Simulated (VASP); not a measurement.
Write the native input for VASP 6.6.1 that does the following.

| Property | Result |
| --- | --- |
| Task | single point |
| Functional | PBEsol |
| Potentials or basis | VASP PAW PBE potentials, release 64 (Ta_pv, Bi_d) |
| Cutoff | 520 eV |
| k mesh | 10 × 10 × 10 |
| Occupations | gaussian, width 0.05 eV |
| Spin | no spin polarisation |
| Dipole correction | no |
| Further INCAR settings | ALGO = Normal; EDIFF = 1e-06; NBANDS = 20 |

The structure of TaBi lies in POSCAR:

```
TaBi
1.0
    0.0000000000      2.8715094551      2.8715094551
    2.8715094551      0.0000000000      2.8715094551
    2.8715094551      2.8715094551      0.0000000000
Ta Bi
1 1
Direct
    0.5000000000      0.5000000000      0.5000000000
    0.0000000000      0.0000000000      0.0000000000
```

These files were run (other wordings do the same):

INCAR

```
  PREC = Accurate
  ENCUT = 520
  EDIFF = 1E-6
  ISMEAR = 0
  SIGMA = 0.05
  LREAL = F
  LASPH = T
  NELM = 100
  ALGO = Normal
  ISIF = 2
  LWAVE = F
  LCHARG = T
  GGA = PS
  LELF = T
  LVHAR = T
  NBANDS = 20
```

KPOINTS

```
regular mesh
0
Gamma
  10 10 10
```

Potentials or basis: VASP PAW PBE potentials, release 64 (Ta_pv, Bi_d).

The run is started by

```bash
$ cat potpaw_PBE.64/Ta_pv/POTCAR potpaw_PBE.64/Bi_d/POTCAR > POTCAR
$ mpirun -np 1 vasp_std > vasp.out
```

It gave:

| Quantity | Value |
| --- | --- |
| Pressure | 0.0 GPa |
| Band gap on the k mesh | zero (bands 13 and 14 overlap by 1.08 eV) |

Caveat: the PAW data sets were made with another functional, which shifts forces and pressure a little; spin-orbit coupling is left out, which moves the levels of the heavy elements.

Run time: 64 s on 1 thread of Intel Xeon 8259CL, on a shared host, peak memory 0.2 GiB.
